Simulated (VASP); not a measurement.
KTaO3, 5 atoms in the cell. The structure is cubic, space group Pm-3m (No. 221). The conventional cell has a = 3.995 Å, b = 3.995 Å, c = 3.995 Å, α = 90.00°, β = 90.00°, γ = 90.00°. K (site symmetry m-3m) has 12 O at 2.82 Å and 8 Ta at 3.46 Å within 3.7 Å. Within 2.6 Å of Ta (site symmetry m-3m) lie 6 O at 2.00 Å. Within 2.6 Å of O (site symmetry 4/mmm) lie 2 Ta at 2.00 Å. 

* Program: VASP 6.6.1
* Task: single point
* Functional: LDA
* Potentials or basis: VASP PAW LDA potentials, release 64 (K_sv, Ta_pv, O)
* Cutoff: 600 eV
* k mesh: 4 × 4 × 4
* Occupations: gaussian, width 0.1 eV
* Spin: no spin polarisation
* Dipole correction: no
* Further INCAR settings: ALGO = Normal; EDIFF = 1e-06; NBANDS = 27

Potentials or basis: VASP PAW LDA potentials, release 64 (K_sv, Ta_pv, O).

The run is started by

```sh
$ cat potpaw_LDA.64/K_sv/POTCAR potpaw_LDA.64/Ta_pv/POTCAR potpaw_LDA.64/O/POTCAR > POTCAR
$ mpirun -np 1 vasp_std > vasp.out
```

Hardware: 1 thread of Intel(R) Xeon(R) Platinum 8375C CPU @ 2.90GHz (Ice Lake) (shared host).

Problem. How long does it take, and how much memory?

Solution. Wall time 13 s on 1 thread of Intel(R) Xeon(R) Platinum 8375C CPU @ 2.90GHz (Ice Lake), with other jobs on the host, peak memory 0.16 GiB. Counts: scf iterations 13, k points 10.
